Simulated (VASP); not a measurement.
Write the native input for VASP 6.6.1 that does the following.

```
Task                   : single point
Functional             : r2SCAN
Potentials or basis    : VASP PAW PBE potentials, release 64 (Ta_pv, Si)
Cutoff                 : 520 eV
k mesh                 : 10 × 10 × 10
Occupations            : gaussian, width 0.1 eV
Spin                   : no spin polarisation
Dipole correction      : no
Further INCAR settings : ALGO = Normal; EDIFF = 1e-06; NBANDS = 35
```

Ta2Si:

```
Ta Si
1.0
    -3.08776    3.08776    2.52364
     3.08776   -3.08776    2.52364
     3.08776    3.08776   -2.52364
Ta Si
4 2
Cartesian
  2.0775 1.0103 2.5236
  -1.0103 2.0775 2.5236
  1.0103 2.0775 0.0000
  4.0980 1.0103 0.0000
  0.0000 0.0000 1.2618
  0.0000 0.0000 3.7855
```

One way to write it, as run:

POSCAR

```
Ta2Si
1.0
   -3.0877629443      3.0877629443      2.5236412193
    3.0877629443     -3.0877629443      2.5236412193
    3.0877629443      3.0877629443     -2.5236412193
Ta Si
4 2
Direct
    0.6635932100      0.8364067900      0.5000000000
    0.8364067900      0.3364067900      0.1728135800
    0.3364067900      0.1635932100      0.5000000000
    0.1635932100      0.6635932100      0.8271864200
    0.2500000000      0.2500000000      0.0000000000
    0.7500000000      0.7500000000      0.0000000000
```

INCAR.step1

```
SYSTEM = Ta2Si
ALGO     = Normal         ! electronic algorithm
EDIFF    = 1E-4           ! SCF threshold, eV
ENCUT    = 520            ! plane-wave cutoff, eV
GGA      = PE             ! functional
ISMEAR   = 0              ! smearing method
LASPH    = .True.         ! aspherical terms in the spheres
LCHARG   = .False.        ! write CHGCAR
LREAL    = .False.        ! projectors in reciprocal space
LUSENCCL = .False.      
LWAVE    = .True.         ! write WAVECAR
NBANDS   = 35             ! bands
NELM     = 60             ! most SCF steps
PREC     = Accurate       ! precision mode
SIGMA    = 0.1            ! smearing width, eV
```

INCAR.step2

```
SYSTEM = Ta2Si
ALGO     = Normal         ! electronic algorithm
EDIFF    = 1E-6           ! SCF threshold, eV
ENCUT    = 520            ! plane-wave cutoff, eV
ISIF     = 2              ! what is computed and relaxed
ISMEAR   = 0              ! smearing method
ISTART   = 1            
LASPH    = .True.         ! aspherical terms in the spheres
LCHARG   = .False.        ! write CHGCAR
LMIXTAU  = .True.       
LREAL    = .False.        ! projectors in reciprocal space
LUSENCCL = .False.      
LWAVE    = .False.        ! write WAVECAR
METAGGA  = R2SCAN         ! meta-GGA
NBANDS   = 35             ! bands
NELM     = 60             ! most SCF steps
PREC     = Accurate       ! precision mode
SIGMA    = 0.1            ! smearing width, eV
```

KPOINTS

```
k-points
0
Gamma
  10 10 10
  0 0 0
```

Potentials or basis: VASP PAW PBE potentials, release 64 (Ta_pv, Si).

Run with:

```bash
$ cat potpaw_PBE.64/Ta_pv/POTCAR potpaw_PBE.64/Si/POTCAR > POTCAR
$ cp INCAR.step1 INCAR
$ mpirun -np 1 vasp_std > vasp.out
$ cp INCAR.step2 INCAR
$ mpirun -np 1 vasp_std > vasp.out
```

It gave:

| Item | Value |
| --- | --- |
| Pressure | 0.0 GPa |
| Band gap on the k mesh | zero (bands 26 and 27 overlap by 0.81 eV) |

Caveat: the PAW data sets were made with another functional, which shifts forces and pressure a little; spin-orbit coupling is left out, which moves the levels of the heavy elements.

Run time: 8.8 min on 1 × NVIDIA H100 80GB with 1 thread of AMD EPYC 7R13 Processor (Zen 3), on a shared host, peak memory 1.4 GiB.
